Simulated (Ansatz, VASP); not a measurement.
## Pb in VASP and in Ansatz

The input POSCAR:

```
Pb
1.0
    0.0000000000      2.5209979029      2.5209979029
    2.5209979029      0.0000000000      2.5209979029
    2.5209979029      2.5209979029      0.0000000000
Pb
1
Direct
    0.0000000000      0.0000000000      0.0000000000
```

File INCAR.step1:

```
SYSTEM = Pb
PREC = Accurate
ENCUT = 520
ISMEAR = 0
SIGMA = 0.1
LREAL = .False.
LASPH = .True.
NELM = 60
NBANDS = 13
GGA = PE
ALGO = Normal
EDIFF = 1E-4
LWAVE = .True.
LCHARG = .False.
```

Contents of INCAR.step2:

```
SYSTEM = Pb
PREC = Accurate
ENCUT = 520
EDIFF = 1E-7
ISMEAR = 0
SIGMA = 0.1
LREAL = .False.
LASPH = .True.
NELM = 60
ALGO = Normal
ISIF = 2
LWAVE = .False.
LCHARG = .False.
METAGGA = R2SCAN
LMIXTAU = .True.
NBANDS = 13
ISTART = 1
```

Contents of KPOINTS:

```
Automatic mesh
0
Gamma
  14 14 14
  0 0 0
```

Input for Ansatz:

```yaml
crystal:
  lattice:
    - [0.0, 2.5209979029, 2.5209979029]
    - [2.5209979029, 0.0, 2.5209979029]
    - [2.5209979029, 2.5209979029, 0.0]
  atoms:
    - { symbol: Pb, position: [0.0, 0.0, 0.0] }
basis:
  ecutwfc: 500
kpoints:
  mp_grid: { grid: [14, 14, 14] }
  band_path:
    path:
      - [[0.0, 0.0, 0.0], [0.5, 0.0, 0.5], [0.625, 0.25, 0.625]]
      - [[0.375, 0.375, 0.75], [0.0, 0.0, 0.0], [0.5, 0.5, 0.5], [0.5, 0.25, 0.75], [0.5, 0.0, 0.5]]
    npoints: 14
hamiltonian:
  xc: r2scan
scf:
  occupations: { method: gaussian, width: 0.1 }
  n_extra_bands: 6
output:
  forces: true
  stress: true
  eigenvalues: true
  populations: true
  dos: { projected: true, de: 0.02, nscf_kmesh: { grid: [21, 21, 21] } }
  bader: true
  write_density: true
  write_potential: true
  elf: true
  volumetric_format: npy
```

Alike in both runs: task single point; functional r2SCAN; k mesh 14 × 14 × 14; occupations gaussian, width 0.1 eV; no spin polarisation.

|  | VASP | Ansatz |
| --- | --- | --- |
| version | VASP 6.6.1 | Ansatz 0.2.0 |
| potentials or method | VASP PAW PBE potentials, release 64 (Pb_d), cutoff 520 eV | scalar-relativistic, plane waves, PAW |
| valence electrons in the cell | 14 | 14 |

|  | VASP | Ansatz | Ansatz less VASP |
| --- | --- | --- | --- |
| gap on the k mesh at the Fermi level (eV) | none | none | - |
| pressure (GPa) | -1.1 | -1.1 | +0.01 |

VASP's potentials were made for PBE, not for r2SCAN. A gap of «none» marks a metal or a gap that the smearing closes.

Spin-orbit coupling is off throughout.
